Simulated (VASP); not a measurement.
Input of a VASP 6.6.1 run:

The input INCAR:

```
SYSTEM = Al
  PREC = Accurate
  ENCUT = 520
  EDIFF = 1E-7
  ISMEAR = -1
  SIGMA = 0.1
  LREAL = .False.
  LASPH = .True.
  NELM = 80
  ALGO = Normal
  ISIF = 2
  LWAVE = .False.
  LCHARG = .False.
  GGA = PS
  NBANDS = 8
```

KPOINTS

```
regular mesh
0
Gamma
  22 22 22
  0 0 0
```

Contents of POSCAR:

```
Al
1.0
    0.0000000000      2.0073604266      2.0073604266
    2.0073604266      0.0000000000      2.0073604266
    2.0073604266      2.0073604266      0.0000000000
Al
1
Direct
    0.0000000000      0.0000000000      0.0000000000
```

Potentials or basis: VASP PAW PBE potentials, release 64 (Al).

The run is started by

```bash
$ cat potpaw_PBE.64/Al/POTCAR > POTCAR
$ mpirun -np 1 vasp_std > vasp.out
```

Question: What does it give for the pressure?

Answer: 0.1 GPa.

Caveat: the PAW data sets were made with another functional, which shifts forces and pressure a little.
